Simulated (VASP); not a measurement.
# Li3In in VASP: single point with PBE

Aim: the single point of Li3In with PBE.

All numbers are computed with VASP 6.6.1; they aren't measurements. Logs are shortened: lines on timing, memory, paths and dates and some standing lists are left out, and cuts for length are marked.

## 1. The cell of the first run

The cell holds a sheet with vacuum, 4 atoms: a = 4.658 Å, b = 4.658 Å, c = 17.000 Å, α = 90.00°, β = 90.00°, γ = 120.00°.

## 2. Single point, PBE

File INCAR:

```
PREC = Accurate
ENCUT = 520
EDIFF = 1E-6
ISMEAR = 0
SIGMA = 0.1
LREAL = False
LASPH = True
NELM = 100
ALGO = Normal
ISIF = 2
LWAVE = False
LCHARG = True
LDIPOL = True
IDIPOL = 3
DIPOL = 0.5 0.5 0.500
GGA = PE
LELF = True
LVHAR = True
LVACPOTAV = True
NBANDS = 19
```

File KPOINTS:

```
regular mesh
0
Gamma
  6 6 1
```

File POSCAR:

```
Li3In
1.0
    4.6576680000      0.0000000000      0.0000000000
   -2.3288340000      4.0336590000      0.0000000000
    0.0000000000      0.0000000000     17.0000000000
Li In
3 1
Direct
    0.0000000000      0.0000000000      0.5838890500
    0.6666666700      0.3333333300      0.4720369800
    0.3333333300      0.6666666700      0.5279630200
    0.0000000000      0.0000000000      0.4161109500
```

Potentials or basis: VASP PAW PBE potentials, release 64 (Li_sv, In_d).

Command:

```console
> cat potpaw_PBE.64/Li_sv/POTCAR potpaw_PBE.64/In_d/POTCAR > POTCAR
> mpirun -np 1 vasp_std > vasp.out
```

OUTCAR:

```text
PREC = Accurate
   ENCUT = 520
   EDIFF = 1E-6
   ISMEAR = 0
   LREAL = False
   LASPH = True
   NELM = 100
   ISIF = 2
   GGA = PE

 ion  position               nearest neighbor table
   1  0.000  0.000  0.584-   4 2.85
   2  0.667  0.333  0.472-   4 2.85   4 2.85   4 2.85
   3  0.333  0.667  0.528-   4 3.29   4 3.29   4 3.29
   4  0.000  0.000  0.416-   2 2.85   2 2.85   2 2.85   1 2.85   3 3.29   3 3.29   3 3.29

  LATTYP: Found a hexagonal cell.
 ALAT       =     4.6576680000
 C/A-ratio  =     3.6498951836

  Lattice vectors:

 A1 = (   4.6576680000,   0.0000000000,   0.0000000000)
 A2 = (  -2.3288340000,   4.0336590000,   0.0000000000)
 A3 = (   0.0000000000,   0.0000000000,  17.0000000000)

Analysis of symmetry for initial positions (statically):
=====================================================================
 Subroutine PRICEL returns:
 Original cell was already a primitive cell.

 Routine SETGRP: Setting up the symmetry group for a
 hexagonal supercell.

 Subroutine GETGRP returns: Found  6 space group operations
 (whereof  6 operations were pure point group operations)
 out of a pool of 24 trial point group operations.

The static configuration has the point symmetry C_3v.

Analysis of symmetry for dynamics (positions and initial velocities):
=====================================================================
 Subroutine PRICEL returns:
 Original cell was already a primitive cell.

 Routine SETGRP: Setting up the symmetry group for a
 hexagonal supercell.

 Subroutine GETGRP returns: Found  6 space group operations
 (whereof  6 operations were pure point group operations)
 out of a pool of 24 trial point group operations.

The dynamic configuration has the point symmetry C_3v.

 Subroutine INISYM returns: Found  6 space group operations
 (whereof  6 operations are pure point group operations),
 and found     1 'primitive' translations

----------------------------------------------------------------------------------------

                                     Primitive cell

  volume of cell :     319.3866

  direct lattice vectors                    reciprocal lattice vectors
     4.657668000  0.000000000  0.000000000     0.214699717  0.123956933  0.000000000
    -2.328834000  4.033659000  0.000000000     0.000000000  0.247913867  0.000000000
     0.000000000  0.000000000 17.000000000     0.000000000  0.000000000  0.058823529

  length of vectors
     4.657668000  4.657668164 17.000000000     0.247913876  0.247913867  0.058823529

  position of ions in fractional coordinates (direct lattice)
     0.000000000  0.000000000  0.583889050
     0.666666670  0.333333330  0.472036980
     0.333333330  0.666666670  0.527963020
     0.000000000  0.000000000  0.416110950

  ion indices of the primitive-cell ions
   primitive index   ion index
                 1           1
                 2           2
                 3           3
                 4           4

----------------------------------------------------------------------------------------

 KPOINTS: regular mesh

Automatic generation of k-mesh.
 Grid dimensions read from file:
 generate k-points for:    6    6    1

 Generating k-lattice:

  Cartesian coordinates                     Fractional coordinates (reciprocal lattice)
     0.035783286  0.020659489  0.000000000     0.166666667  0.000000000  0.000000000
     0.000000000  0.041318978  0.000000000     0.000000000  0.166666667  0.000000000
     0.000000000  0.000000000  0.058823529     0.000000000  0.000000000  1.000000000

  Length of vectors
     0.041318979  0.041318978  0.058823529

  Shift w.r.t. Gamma in fractional coordinates (k-lattice)
     0.000000000  0.000000000  0.000000000

 Subroutine IBZKPT returns following result:
 ===========================================

 Found      7 irreducible k-points:

 Following reciprocal coordinates:
            Coordinates               Weight
  0.000000  0.000000  0.000000      1.000000
  0.166667  0.000000  0.000000      6.000000
  0.333333  0.000000  0.000000      6.000000
  0.500000  0.000000  0.000000      3.000000
  0.166667  0.166667  0.000000      6.000000
  0.333333  0.166667  0.000000     12.000000
  0.333333  0.333333  0.000000      2.000000
   k-points           NKPTS =      7   k-points in BZ     NKDIM =      7   number of bands    NBANDS=     19
   number of dos      NEDOS =    301   number of ions     NIONS =      4
   total plane-waves  NPLWV = 163296
   dimension x,y,z NGX =    36 NGY =   36 NGZ =  126
   dimension x,y,z NGXF=    72 NGYF=   72 NGZF=  252
   ions per type =               3   1
   NGX,Y,Z   is equivalent  to a cutoff of  12.85, 12.85, 12.32 a.u.
   NGXF,Y,Z  is equivalent  to a cutoff of  25.70, 25.70, 24.64 a.u.
 SYSTEM =  unknown system
   PREC   = accura    normal or accurate (medium, high low for compatibility)
   ISTART =      0    job   : 0-new  1-cont  2-samecut
   ICHARG =      2    charge: 1-file 2-atom 10-const
   ISPIN  =      1    spin polarized calculation?
   LNONCOLLINEAR =      F non collinear calculations
   LSORBIT =      F    spin-orbit coupling
   LASPH  =      T    aspherical Exc in radial PAW
   ENCUT  =  520.0 eV  38.22 Ry    6.18 a.u.   8.66  8.66 31.61*2*pi/ulx,y,z
   NELM   =    100;   NELMIN=  2; NELMDL= -5     # of ELM steps
   EDIFF  = 0.1E-05   stopping-criterion for ELM
   LREAL  =      F    real-space projection
   EDIFFG = 0.1E-04   stopping-criterion for IOM
   NSW    =      0    number of steps for IOM
   IBRION =     -1    ionic relax: 0-MD 1-quasi-New 2-CG
   NFREE  =      0    steps in history (QN), initial steepest desc. (CG)
   ISIF   =      2    stress and relaxation
   ISYM   =      2    0-nonsym 1-usesym 2-fastsym
   POTIM  = 0.5000    time-step for ionic-motion
   TEBEG  =    0.0;   TEEND  =   0.0 temperature during run
   PSTRESS=    0.0 pullay stress
   NELECT =      22.0000    total number of electrons
   NUPDOWN=      -1.0000    fix difference up-down
   EMIN   =  10.00;   EMAX   =-10.00  energy-range for DOS
   EFERMI =   0.00;   METHOD = LEGACY
   ISMEAR =     0;   SIGMA  =   0.10  broadening in eV -4-tet -1-fermi 0-gaus
   EFERMI_NEDOS =   21; number of points for ismear=-14 and -15
   IALGO  =     38    algorithm
   IMIX   =      4    mixing-type and parameters
     AMIX     =   0.40;   BMIX     =  1.00
     AMIX_MAG =   1.60;   BMIX_MAG =  1.00
  volume/ion in A,a.u.               =      79.85       538.83
  Fermi-wavevector in a.u.,A,eV,Ry     =   0.671084  1.268165  6.127434  0.450354
  Thomas-Fermi vector in A             =   1.746797
   LORBIT       =      0    0 simple, 1 ext, 2 COOP (PROOUT), +10 PAW based schemes
   GGA     = PE    functional components
   LHFCALC =     F    Hartree Fock is set to
   AEXX    =    0.0000 exact exchange contribution
   IVDW    =     0    specifies the selected vdW correction
   LEPSILON=     F    determine dielectric tensor
   LRPA    =     F    only Hartree local field effects (RPA)
 non-spin polarized calculation
 Gauss-broadening in eV      SIGMA  =   0.10
  energy-cutoff  :      520.00
  volume of cell :      319.39
 maximum number of plane-waves:      8619
 NGX is ok and might be reduce to    36
   NGX = 17   NGY = 17   NGZ = 63

 number of electron      21.9999998 magnetization

 dipolmoment           0.000000      0.000000     -0.146679 electrons x Angstroem

 Free energy of the ion-electron system (eV)
  ---------------------------------------------------
  ext. energy  EPLUGINS =         0.00000000
  ---------------------------------------------------
  free energy    TOTEN  =        -7.06947499 eV

  energy without entropy =       -7.05057141  energy(sigma->0) =       -7.06002320

 E-fermi :  -1.7809     XC(G=0):  -3.1025

 val. band max:       -1.7964847841   @ k =   0.3333   0.1667   0.0000
 cond. band min:      -1.5311617614   @ k =   0.3333   0.3333   0.0000
 fundamental gap:      0.2653230228
 Fermi energy:        -1.7808649998

 k-point     1 :       0.0000    0.0000    0.0000
  band No.  band energies     occupation
      1     -49.0613      2.00000
      2     -48.4349      2.00000
      3     -48.0995      2.00000
      4     -16.1410      2.00000
      5     -16.1224      2.00000
      6     -16.1224      2.00000
      7     -16.1098      2.00000
      8     -16.1098      2.00000
      9      -7.3791      2.00000
     10      -3.5343      2.00000
     11      -1.3948      0.00000
     12       0.4764      0.00000
     13       0.4764      0.00000
     14       0.7905      0.00000
     15       1.6458      0.00000
     16       1.8541      0.00000
     17       1.8541      0.00000
     18       3.0714      0.00000
     19       3.2379      0.00000

 k-point     2 :       0.1667    0.0000    0.0000
  band No.  band energies     occupation
      1     -49.0613      2.00000
      2     -48.4349      2.00000
      3     -48.0996      2.00000
      4     -16.1389      2.00000
      5     -16.1227      2.00000
      6     -16.1211      2.00000
      7     -16.1106      2.00000
      8     -16.1074      2.00000
      9      -7.2108      2.00000
     10      -3.3367      2.00000
     11      -1.2812      0.00000
     12      -0.8363      0.00000
     13      -0.2402      0.00000
     14       1.0008      0.00000
     15       1.6276      0.00000
     16       1.9098      0.00000
     17       2.4936      0.00000
     18       2.6586      0.00000
     19       3.4201      0.00000

 k-point     3 :       0.3333    0.0000    0.0000
  band No.  band energies     occupation
      1     -49.0612      2.00000
      2     -48.4348      2.00000
      3     -48.0997      2.00000
      4     -16.1358      2.00000
      5     -16.1235      2.00000
      6     -16.1203      2.00000
      7     -16.1110      2.00000
      8     -16.1006      2.00000
      9      -6.7813      2.00000
     10      -2.9098      2.00000
     11      -2.4069      2.00000
     12      -0.9552      0.00000
     13      -0.7776      0.00000
     14       0.2676      0.00000
     15       1.6979      0.00000
     16       2.1765      0.00000
     17       2.3042      0.00000
     18       2.6527      0.00000
     19       3.0346      0.00000

 k-point     4 :       0.5000    0.0000    0.0000
  band No.  band energies     occupation
      1     -49.0611      2.00000
      2     -48.4347      2.00000
      3     -48.0997      2.00000
      4     -16.1347      2.00000
      5     -16.1241      2.00000
      6     -16.1203      2.00000
      7     -16.1104      2.00000
      8     -16.0968      2.00000
      9      -6.4789      2.00000
     10      -3.3800      2.00000
     11      -1.9453      1.97992
     12      -1.2957      0.00000
     13      -1.2073      0.00000
     14       0.2086      0.00000
     15       1.8472      0.00000
     16       1.9780      0.00000
     17       2.1150      0.00000
     18       2.9339      0.00000
     19       3.4634      0.00000

 k-point     5 :       0.1667    0.1667    0.0000
  band No.  band energies     occupation
      1     -49.0612      2.00000
      2     -48.4348      2.00000
      3     -48.0996      2.00000
      4     -16.1360      2.00000
      5     -16.1231      2.00000
      6     -16.1206      2.00000
      7     -16.1107      2.00000
      8     -16.1031      2.00000
      9      -6.9069      2.00000
     10      -2.9758      2.00000
     11      -1.9736      1.99358
     12      -1.2414      0.00000
     13      -0.8099      0.00000
     14       0.9025      0.00000
     15       1.4276      0.00000
     16       1.6931      0.00000
     17       2.3898      0.00000
     18       3.2906      0.00000
     19       3.5561      0.00000

 k-point     6 :       0.3333    0.1667    0.0000
  band No.  band energies     occupation
      1     -49.0611      2.00000
      2     -48.4347      2.00000
      3     -48.0997      2.00000
      4     -16.1333      2.00000
      5     -16.1237      2.00000
      6     -16.1210      2.00000
      7     -16.1091      2.00000
      8     -16.0993      2.00000
      9      -6.4950      2.00000
     10      -3.0984      2.00000
     11      -2.1305      2.00000
     12      -1.7965      1.17483
     13      -0.8487      0.00000
     14       0.1980      0.00000
     15       0.9602      0.00000
     16       2.3787      0.00000
     17       2.7318      0.00000
     18       3.2596      0.00000
     19       3.5050      0.00000

 k-point     7 :       0.3333    0.3333    0.0000
  band No.  band energies     occupation
      1     -49.0611      2.00000
      2     -48.4347      2.00000
      3     -48.0997      2.00000
      4     -16.1313      2.00000
      5     -16.1230      2.00000
      6     -16.1223      2.00000
      7     -16.1039      2.00000
      8     -16.1035      2.00000
      9      -6.3292      2.00000
     10      -2.9122      2.00000
     11      -2.7420      2.00000
     12      -1.5312      0.00041
     13      -0.7053      0.00000
     14      -0.5498      0.00000
     15       0.8347      0.00000
     16       2.7148      0.00000
     17       2.8677      0.00000
     18       3.5260      0.00000
     19       3.9749      0.00000

------------------------ aborting loop because EDIFF is reached ----------------------------------------

  FORCE on cell =-STRESS in cart. coord.  units (eV):
  Direction    XX          YY          ZZ          XY          YZ          ZX
  --------------------------------------------------------------------------------------
  -------------------------------------------------------------------------------------
  Total       -0.0111542     -0.0111542     -0.2165392      0.0000000      0.0000000      0.0000000
  in kB       -0.0559543     -0.0559543     -1.0862517      0.0000000      0.0000000      0.0000000
  external PRESSURE =      -0.3993868 kB  Pullay stress =       0.0000000 kB

 VOLUME and BASIS-vectors are now :
 -----------------------------------------------------------------------------
  energy-cutoff  :      520.00
  volume of cell :      319.39
      direct lattice vectors                 reciprocal lattice vectors
     4.657668000  0.000000000  0.000000000     0.214699717  0.123956933  0.000000000
    -2.328834000  4.033659000  0.000000000     0.000000000  0.247913867  0.000000000
     0.000000000  0.000000000 17.000000000     0.000000000  0.000000000  0.058823529

 POSITION                                       TOTAL-FORCE (eV/Angst)
 -----------------------------------------------------------------------------------
      0.00000      0.00000      9.92611        -0.000000      0.000000      0.196620
      2.32883      1.34455      8.02463         0.000000     -0.000000      0.048442
     -0.00000      2.68911      8.97537         0.000000      0.000000     -0.406281
      0.00000      0.00000      7.07389        -0.000000      0.000000      0.161219
 -----------------------------------------------------------------------------------
    total drift:                                0.000001     -0.000000     -0.000951

  FREE ENERGIE OF THE ION-ELECTRON SYSTEM (eV)
  ---------------------------------------------------
  free  energy   TOTEN  =        -7.0694749921 eV

  energy  without entropy=       -7.0505714096  energy(sigma->0) =       -7.06002320

 vacuum level on the upper side and lower side of the slab         1.008         2.421
```

It took 2.4 min on 1 thread of Intel Xeon Platinum 8259CL at 2.50GHz (Skylake/Cascade Lake), shared host; peak memory 0.4 GiB.

Results:

* Free energy: -7.0695 eV
* Largest force: 0.406 eV/Å
* Band gap on the k mesh: zero (bands 11 and 12 overlap by 0.52 eV)

Forces in eV/Å, atoms in the order of the input:
```
Li   0.000  0.000  0.197
Li   0.000  0.000  0.048
Li   0.000  0.000 -0.406
In   0.000  0.000  0.161
```

Caveat: the cutoff is under 1.25 times the usual one of these potentials, so pressure, stress and relaxed cells hold a basis-set (Pulay) error; spin-orbit coupling is left out, which moves the levels of the heavy elements.

The gap in the log of VASP goes by the Fermi energy; the results here count the filled bands.